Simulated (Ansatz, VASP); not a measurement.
## BN: VASP beside Ansatz

```
B N
1.0
     1.25112    0.72233    3.37293
    -1.25112    0.72233    3.37293
     0.00000   -1.44467    3.37293
B N
1 1
Direct
  0.99967 0.99967 0.99967
  0.33276 0.33276 0.33276
```

Alike in both runs: task single point; functional LDA; k mesh 10 × 10 × 10; no spin polarisation.

|  | VASP | Ansatz |
| --- | --- | --- |
| version | VASP 6.6.1 | Ansatz 0.2.0 |
| potentials or method | VASP PAW LDA potentials, release 64 (B, N) | plane waves, PAW |
| plane-wave cutoff (eV) | 520 | 420 |
| occupations | gaussian, width 0.01 eV | fixed |
| valence electrons in the cell | 8 | 8 |

```csv
,VASP,Ansatz,Ansatz less VASP
pressure (GPa),-3.8,-4.2,-0.42
"traceless stress, the component that is largest in VASP (GPa)",2.70,3.30,+0.596
```

LDA's correlation is that of Perdew and Zunger in VASP and of Perdew and Wang (1992) in Ansatz.
